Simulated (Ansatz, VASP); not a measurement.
One calculation of Sn2TeO3, two programs

```xyz
12
Lattice="3.2472 -0.0004 0.0184 -1.6237 2.8369 -0.0352 0.1474 -0.2437 27.4008" Properties=species:S:1:pos:R:3 pbc="T T T"
Sn   -0.0059   -0.0661    0.5602
Sn    0.0983   -0.0772   14.2514
Sn   -0.1793    0.1180    5.9799
Sn    0.3205   -0.0498   19.6988
Te    0.5029    1.5632    9.3187
Te   -0.3954    1.4037   23.0198
O    -0.0117    1.8358    1.5335
O     0.0927    1.8219   15.2250
O     1.7269    0.8580   13.2461
O     1.7707    0.6265   26.9562
O     1.4519    1.0570    4.9347
O     1.9477    0.8899   18.6527
```

Change from the starting cell: cell x2, atoms moved at random (sigma 0.05 Å) and cell strained at random (1.5 %), then relaxed without symmetry.

Alike in both runs: functional PBE; k mesh 6 × 6 × 1; occupations gaussian, width 0.2 eV; no spin polarisation.

Ansatz relaxed the structure, and its values are those at the end. VASP's run is a single point on that final structure, the one shown.

|  | VASP | Ansatz |
| --- | --- | --- |
| version | VASP 6.6.1 | Ansatz 0.2.0 |
| potentials or method | VASP PAW PBE potentials, release 64 (Sn_d, Te, O), cutoff 520 eV | scalar-relativistic, plane waves, PAW |
| valence electrons in the cell | 104 | 124 |

|  | VASP | Ansatz | Ansatz less VASP |
| --- | --- | --- | --- |
| gap on the k mesh at the Fermi level (eV) | none | none | - |
| pressure (GPa) | 0.2 | 0.0 | -0.22 |
| rms of the force components (eV/Å) | 0.024 | 0.006 | -0.0174 |

A gap of «none» marks a metal or a gap that the smearing closes. With one functional, cell and mesh, what is left measures potentials, basis and numerics. VASP's potentials hold 104 valence electrons a cell and Ansatz's 124, so a difference there can come from the potentials and not from the codes.

The k mesh is coarse, so the values compare programs but aren't converged. Neither program's run includes spin-orbit coupling.
